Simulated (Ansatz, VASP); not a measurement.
## Tl3H2 in VASP and in Ansatz

```
Tl H
1.0
     1.82380    1.05297    9.54640
    -1.82380    1.05297    9.54640
     0.00000   -2.10594    9.54640
Tl H
3 2
Direct
  0.00000 0.00000 0.00000
  0.22347 0.22347 0.22347
  0.77653 0.77653 0.77653
  0.40190 0.40190 0.40190
  0.59810 0.59810 0.59810
```

Alike in both runs: functional PBE; k mesh 6 × 6 × 6; occupations gaussian, width 0.1 eV; no spin polarisation.

Ansatz relaxed the structure, and its values are those at the end. VASP's run is a single point on that final structure, the one shown.

```csv
,VASP,Ansatz
version,VASP 6.6.1,Ansatz 0.2.0
potentials or method,"VASP PAW PBE potentials, release 64 (Tl_d, H), cutoff 520 eV","scalar-relativistic, plane waves, PAW"
valence electrons in the cell,41,41
```

Ansatz gave:

```
gap on the k mesh at the Fermi level (eV) : none
pressure (GPa)                            : 0.0
rms of the force components (eV/Å)        : 0.002
```

Problem. Which values does VASP return?

Solution. gap on the k mesh at the Fermi level (eV): none; pressure (GPa): -0.1; rms of the force components (eV/Å): 0.003.

A gap of «none» marks a metal or a gap that the smearing closes. With one functional, cell and mesh, what is left measures potentials, basis and numerics.

Spin-orbit coupling is off throughout.
